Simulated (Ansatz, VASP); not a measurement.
# One calculation of TaAl5B, two programs

```xyz
14
Lattice="2.9591 0.0000 0.0000 -1.4795 2.5626 0.0000 0.0000 0.0000 28.6542" Properties=species:S:1:pos:R:3 pbc="T T T"
Ta    0.0000    0.0000   12.5951
Ta    0.0000    0.0000   16.0591
Al    1.4795    0.8542    8.0527
Al    0.0000    0.0000    5.7819
Al    0.0000    1.7084    3.4671
Al    1.4795    0.8542    1.1580
Al    0.0000    1.7084   27.4961
Al    1.4795    0.8542   18.3039
Al    0.0000    1.7084   10.3502
Al    0.0000    0.0000   22.8722
Al    1.4795    0.8542   25.1870
Al    0.0000    1.7084   20.6014
B     0.0000    1.7084   14.3320
B     1.4795    0.8542   14.3222
```

Alike in both runs: functional PBE; k mesh 6 × 6 × 1; occupations gaussian, width 0.2 eV; no spin polarisation.

Ansatz relaxed the structure, and its values are those at the end. VASP's run is a single point on that final structure, the one shown.

|  | VASP | Ansatz |
| --- | --- | --- |
| version | VASP 6.6.1 | Ansatz 0.2.0 |
| potentials or method | VASP PAW PBE potentials, release 64 (Ta_pv, Al, B), cutoff 520 eV | scalar-relativistic, plane waves, PAW |
| valence electrons in the cell | 58 | 62 |

Ansatz gave:

```
gap on the k mesh at the Fermi level (eV) : none
pressure (GPa)                            : 0.1
rms of the force components (eV/Å)        : 0.012
```

What did VASP give for the same quantities?

gap on the k mesh at the Fermi level (eV): none; pressure (GPa): 0.1; rms of the force components (eV/Å): 0.014.

A gap of «none» marks a metal or a gap that the smearing closes. With one functional, cell and mesh, what is left measures potentials, basis and numerics. VASP's potentials hold 58 valence electrons a cell and Ansatz's 62, so a difference there can come from the potentials and not from the codes.

The k mesh is coarse, so the values compare programs but aren't converged. Neither program's run includes spin-orbit coupling.
